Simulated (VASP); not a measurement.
# Si3Ge2 (P4/mmm) in VASP: a series of runs, part 2 of 2

VASP 6.6.1.

**4. Single point, PBE**

This run uses another cell than the first one, of 22.16 Å³/atom, 0.993 times its volume.

INCAR

```
ALGO = Normal ; EDIFF = 1E-6
ENCUT = 520 ; GGA = PE
ISIF = 2 ; ISMEAR = 0
LASPH = T ; LCHARG = F
LREAL = F ; LWAVE = F
NBANDS = 28 ; NELM = 80
PREC = Accurate ; SIGMA = 0.1
```

KPOINTS

```
k-points
0
Gamma
  8 8 8
```

POSCAR

```
Si3Ge2
1.0
    4.7103912910      0.0000000000      0.0000000000
    0.0000000000      4.7103912910      0.0000000000
    0.0000000000      0.0000000000      4.9930960022
Si Ge
3 2
Direct
    0.5000000000      0.5000000000      0.0000000000
    0.0000000000      0.5000000000      0.5000000000
    0.5000000000      0.0000000000      0.5000000000
    0.0000000000      0.0000000000      0.0000000000
    0.0000000000      0.0000000000      0.5000000000
```

Potentials or basis: VASP PAW PBE potentials, release 64 (Si, Ge_d).

The run is started by

```bash
cat potpaw_PBE.64/Si/POTCAR potpaw_PBE.64/Ge_d/POTCAR > POTCAR
mpirun -np 1 vasp_std > vasp.out
```

OUTCAR:

```text
EDIFF = 1E-6
   ENCUT = 520
   GGA = PE
   ISIF = 2
   ISMEAR = 0
   LASPH = T
   LREAL = F
   NELM = 80
   PREC = Accurate

 ion  position               nearest neighbor table
   1  0.500  0.500  0.000-
   2  0.000  0.500  0.500-   5 2.36   5 2.36
   3  0.500  0.000  0.500-   5 2.36   5 2.36
   4  0.000  0.000  0.000-   5 2.50   5 2.50
   5  0.000  0.000  0.500-   2 2.36   3 2.36   2 2.36   3 2.36   4 2.50   4 2.50

  LATTYP: Found a simple tetragonal cell.
 ALAT       =     4.7103912910
 C/A-ratio  =     1.0600172456

  Lattice vectors:

 A1 = (   4.7103912910,   0.0000000000,   0.0000000000)
 A2 = (   0.0000000000,   4.7103912910,   0.0000000000)
 A3 = (   0.0000000000,   0.0000000000,   4.9930960022)

Analysis of symmetry for initial positions (statically):
=====================================================================
 Subroutine PRICEL returns:
 Original cell was already a primitive cell.

 Routine SETGRP: Setting up the symmetry group for a
 simple tetragonal supercell.

 Subroutine GETGRP returns: Found 16 space group operations
[... 167 lines left out ...]
  ---------------------------------------------------
  free energy    TOTEN  =       -19.63618669 eV

  energy without entropy =      -19.62498117  energy(sigma->0) =      -19.63058393

 E-fermi :   5.2223     XC(G=0):  -9.7637

 val. band max:        5.2078850933   @ k =   0.5000   0.2500   0.0000
 cond. band min:       5.2390707471   @ k =   0.2500   0.1250   0.0000
 fundamental gap:      0.0311856538
 Fermi energy:         5.2222551640

 k-point     1 :       0.0000    0.0000    0.0000
  band No.  band energies     occupation
      1     -19.8773      2.00000
      2     -19.7162      2.00000
      3     -19.7162      2.00000
      4     -19.7073      2.00000
      5     -19.6719      2.00000
      6     -19.6669      2.00000
[... 733 lines left out ...]
     27       9.3673      0.00000
     28       9.4569      0.00000

 [... further k-points ...]
[... 5 lines left out ...]
  --------------------------------------------------------------------------------------
  -------------------------------------------------------------------------------------
  Total       -0.0375239     -0.0375239      0.0070368      0.0000000     -0.0000000      0.0000000
  in kB       -0.5426680     -0.5426680      0.1017661      0.0000000     -0.0000000      0.0000000
  external PRESSURE =      -0.3278566 kB  Pullay stress =       0.0000000 kB

 VOLUME and BASIS-vectors are now :
 -----------------------------------------------------------------------------
  energy-cutoff  :      520.00
  volume of cell :      110.79
      direct lattice vectors                 reciprocal lattice vectors
     4.710391291  0.000000000  0.000000000     0.212296588  0.000000000  0.000000000
     0.000000000  4.710391291  0.000000000     0.000000000  0.212296588  0.000000000
     0.000000000  0.000000000  4.993096002     0.000000000  0.000000000  0.200276542

 POSITION                                       TOTAL-FORCE (eV/Angst)
 -----------------------------------------------------------------------------------
      2.35520      2.35520      0.00000         0.000000      0.000000      0.000000
      0.00000      2.35520      2.49655         0.000000      0.000000      0.000000
      2.35520      0.00000      2.49655         0.000000      0.000000      0.000000
      0.00000      0.00000      0.00000         0.000000      0.000000      0.000000
      0.00000      0.00000      2.49655         0.000000      0.000000      0.000000
 -----------------------------------------------------------------------------------
    total drift:                                0.000000     -0.000000      0.000000

  FREE ENERGIE OF THE ION-ELECTRON SYSTEM (eV)
  ---------------------------------------------------
  free  energy   TOTEN  =       -19.6361866864 eV

  energy  without entropy=      -19.6249811659  energy(sigma->0) =      -19.63058393
```

OSZICAR:

```text
N       E                     dE             d eps       ncg     rms          rms(c)
DAV:   1     0.300266073563E+03    0.30027E+03   -0.19046E+04  5076   0.268E+03
DAV:   2     0.284187333064E+02   -0.27185E+03   -0.26390E+03  4292   0.686E+02
DAV:   3    -0.176703489035E+02   -0.46089E+02   -0.45367E+02  4880   0.154E+02
DAV:   4    -0.199132986443E+02   -0.22429E+01   -0.22308E+01  5060   0.383E+01
DAV:   5    -0.199656209809E+02   -0.52322E-01   -0.52301E-01  5004   0.633E+00    0.449E+00
DAV:   6    -0.196812787801E+02    0.28434E+00   -0.55716E-01  5792   0.665E+00    0.243E+00
DAV:   7    -0.196426170760E+02    0.38662E-01   -0.15272E-01  5692   0.472E+00    0.999E-01
DAV:   8    -0.196364905160E+02    0.61266E-02   -0.24250E-02  5788   0.272E+00    0.242E-01
DAV:   9    -0.196361694785E+02    0.32104E-03   -0.35607E-03  6188   0.105E+00    0.899E-02
DAV:  10    -0.196361722283E+02   -0.27498E-05   -0.92178E-04  6348   0.350E-01    0.274E-02
DAV:  11    -0.196361840176E+02   -0.11789E-04   -0.16785E-04  5224   0.336E-01    0.145E-02
DAV:  12    -0.196361862922E+02   -0.22747E-05   -0.25318E-05  5032   0.571E-02    0.398E-03
DAV:  13    -0.196361866864E+02   -0.39418E-06   -0.58494E-07  2716   0.186E-02
   1 F= -.19636187E+02 E0= -.19630584E+02  d E =-.112055E-01
```

Run time: 2.1 min. Hardware: 1 thread of Intel Xeon Platinum 8488C (Sapphire Rapids), shared host; peak memory 0.34 GiB.

Results:

| Property | Result |
| --- | --- |
| Free energy | -19.6362 eV |
| Pressure | 0.0 GPa |
| Band gap on the k mesh | zero (band 20 reaches 7.40 eV, above the bottom of band 21 at 4.58 eV) |

Levels at points of the mesh, in eV from the Fermi level:
```
           k point  band 18  band 19  band 20  band 21  band 22  band 23
(0.00, 0.00, 0.00)    -1.51    -0.34    -0.34    -0.13     1.26     1.49
(0.50, 0.00, 0.00)    -1.85    -1.49    -0.32     1.05     1.34     1.50
(0.50, 0.50, 0.00)    -1.59    -1.59    -0.64    -0.64    -0.09     2.10
(0.00, 0.00, 0.50)    -1.59    -1.59    -0.05     0.36     0.83     1.56
(0.50, 0.00, 0.50)    -1.12    -1.05    -0.55    -0.29     0.20     1.62
(0.50, 0.50, 0.50)    -3.91     1.95     2.17     2.57     3.38     3.38
```

**5. Relaxation of cell and atoms, PBE**

INCAR

```
SYSTEM = Si3Ge2
  ALGO = Normal
  EDIFF = 1E-7
  EDIFFG = -0.01
  ENCUT = 600
  GGA = PE
  IBRION = 2
  ISIF = 3
  ISMEAR = 0
  LASPH = .True.
  LCHARG = .False.
  LREAL = .False.
  LWAVE = .False.
  NELM = 60
  NSW = 100
  PREC = Accurate
  SIGMA = 0.1
```

KPOINTS

```
k-points
0
Gamma
  8 8 8
  0 0 0
```

Edit POSCAR of step 4 so:

```diff
@@ -2,5 +2,5 @@
 1.0
-    4.7103912910      0.0000000000      0.0000000000
-    0.0000000000      4.7103912910      0.0000000000
-    0.0000000000      0.0000000000      4.9930960022
+    4.7868428040      0.0000000000      0.0000000000
+    0.0000000000      4.7868428040      0.0000000000
+    0.0000000000      0.0000000000      4.8692599896
 Si Ge
```

The run is started by

```bash
cat potpaw_PBE.64/Si/POTCAR potpaw_PBE.64/Ge_d/POTCAR > POTCAR
mpirun -np 1 vasp_std > vasp.out
```

It took 12 min on 1 thread of Intel Xeon Platinum 8488C (Sapphire Rapids), shared host; peak memory 0.39 GiB.

The run converged. Its results:

- Free energy: -19.6363 eV
- Relaxed volume: 22.17 Å³/atom
- Relaxed cell: a = 4.711 Å, b = 4.711 Å, c = 4.994 Å, α = 90.00°, β = 90.00°, γ = 90.00°
- Space group after relaxing (to 0.05 Å): P4/mmm (No. 123)
- Energy gained by relaxing: 5.7 meV/atom
- Ionic steps: 6
- Pressure after relaxing: 0.0 GPa
- Band gap on the k mesh: zero (band 20 reaches 7.39 eV, above the bottom of band 21 at 4.58 eV)

Step by step:
```tsv
step	energy change (eV)	largest force (eV/Å)	pressure (GPa)	volume (Å³)
1	0.0000	0.0000	-0.65	111.57
2	-0.0182	0.0000	0.10	110.10
3	-0.0219	0.0000	0.70	109.11
4	-0.0280	0.0000	0.24	110.26
5	-0.0282	0.0000	0.15	110.52
6	-0.0284	0.0000	-0.03	110.84
```

Final structure:
```yaml
crystal:
  lattice:
    - [4.71097, 0.00000, 0.00000]
    - [0.00000, 4.71097, 0.00000]
    - [0.00000, 0.00000, 4.99432]
  atoms:
    - { symbol: Si, position: [0.50000, 0.50000, 0.00000] }
    - { symbol: Si, position: [0.00000, 0.50000, 0.50000] }
    - { symbol: Si, position: [0.50000, 0.00000, 0.50000] }
    - { symbol: Ge, position: [0.00000, 0.00000, 0.00000] }
    - { symbol: Ge, position: [0.00000, 0.00000, 0.50000] }
```

Levels at points of the mesh, in eV from the Fermi level:
| k point | band 17 | band 18 | band 19 | band 20 | band 21 | band 22 | band 23 | band 24 |
| --- | --- | --- | --- | --- | --- | --- | --- | --- |
| (0.00, 0.00, 0.00) | -5.25 | -1.52 | -0.34 | -0.34 | -0.13 | 1.26 | 1.49 | 1.49 |
| (0.50, 0.00, 0.00) | -4.38 | -1.85 | -1.49 | -0.32 | 1.05 | 1.34 | 1.50 | 1.52 |
| (0.50, 0.50, 0.00) | -1.67 | -1.59 | -1.59 | -0.64 | -0.64 | -0.09 | 2.10 | 2.80 |
| (0.00, 0.00, 0.50) | -4.07 | -1.59 | -1.59 | -0.05 | 0.36 | 0.83 | 1.56 | 1.56 |
| (0.50, 0.00, 0.50) | -1.12 | -1.12 | -1.05 | -0.55 | -0.29 | 0.21 | 1.62 | 1.78 |
| (0.50, 0.50, 0.50) | -3.91 | -3.91 | 1.95 | 2.17 | 2.56 | 3.38 | 3.48 | 3.48 |

**6. Overview**

| task | cell | k mesh | cutoff (eV) | gap on the mesh (eV) | pressure (GPa) | relaxed volume (Å³/atom) |
| --- | --- | --- | --- | --- | --- | --- |
| single point | a = 4.787, b = 4.787, c = 4.869 Å, 5 atoms | 4 × 4 × 4 | 520 | none | 0.1 | - |
| relaxation of cell and atoms | relaxed from a = 4.696, b = 4.696, c = 4.251 Å, 5 atoms | 4 × 4 × 4 | 600 | none | 0.0 | 22.38 |
| single point | a = 4.710, b = 4.710, c = 4.993 Å, 5 atoms | 8 × 8 × 8 | 520 | none | 0.0 | - |
| relaxation of cell and atoms | relaxed from a = 4.787, b = 4.787, c = 4.869 Å, 5 atoms | 8 × 8 × 8 | 600 | none | 0.0 | 22.17 |

Alike in all rows: level PBE; potentials or basis VASP PAW PBE potentials, release 64 (Si, Ge_d); no spin polarisation; smearing gaussian 0.1 eV.

Caveats: some runs use coarse meshes; the volume moved by over 15 % at a fixed basis, so the end points are rough (some runs).

Total energies depend on the potentials used, so only differences within one code and one set of settings carry meaning.
